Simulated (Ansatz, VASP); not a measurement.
## One calculation of Au, two programs

```
Au
1.0
     2.97873    0.00000    0.00000
    -1.48936    2.57965    0.00000
     0.00000    0.00000    9.92162
Au
4
Direct
  0.00000 0.00000 0.00000
  0.00000 0.00000 0.50000
  0.33333 0.66667 0.25000
  0.66667 0.33333 0.75000
```

Alike in both runs: task single point; functional PBEsol; k mesh 14 × 14 × 4; occupations fermi-dirac, width 0.1 eV; no spin polarisation.

```csv
,VASP,Ansatz
version,VASP 6.6.1,Ansatz 0.2.0
potentials or method,"VASP PAW PBE potentials, release 64 (Au), cutoff 520 eV","plane waves (420 eV) with PAW, scalar-relativistic"
valence electrons in the cell,44,76
```

|  | VASP | Ansatz | Ansatz less VASP |
| --- | --- | --- | --- |
| pressure (GPa) | -14.2 | -14.0 | +0.17 |

VASP's potentials were made for PBE, not for PBEsol, and Ansatz warns of the same on its side. VASP's potentials hold 44 valence electrons a cell and Ansatz's 76, so a difference there can come from the potentials and not from the codes.

Neither program's run includes spin-orbit coupling.
